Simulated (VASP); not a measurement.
Runs of VASP 6.6.1 on Mo. The structure is that of space group Im-3m (No. 229), or close to it. The cells are those of the table. 

```csv
cell,gap on the mesh (eV),pressure (GPa)
"a = 2.716 Å, angles 109.5°, 1 atom",none,5.5
"a = 2.797 Å, angles 109.5°, 1 atom",none,-16.6
"a = 2.688 Å, angles 109.5°, 1 atom",none,(a)
"a = 2.770 Å, angles 109.5°, 1 atom",none,(b)
"a = 2.743 Å, angles 109.5°, 1 atom",none,-3.1
```

Alike in all rows: task electric field gradients; level r2SCAN; potentials or basis VASP PAW PBE potentials, release 64 (Mo_sv); no spin polarisation; k mesh 15 × 15 × 15; cutoff (eV) 520; smearing fermi-dirac 0.05 eV.

Estimate the missing entries.

(a) 15.3; (b) -10.4.

Caveats: the PAW data sets were made with another functional, which shifts forces and pressure a little.

A k mesh can miss the band edges, and the runs leave out spin-orbit coupling on Mo.

A gap of «none» marks levels without a gap at the run's occupations.
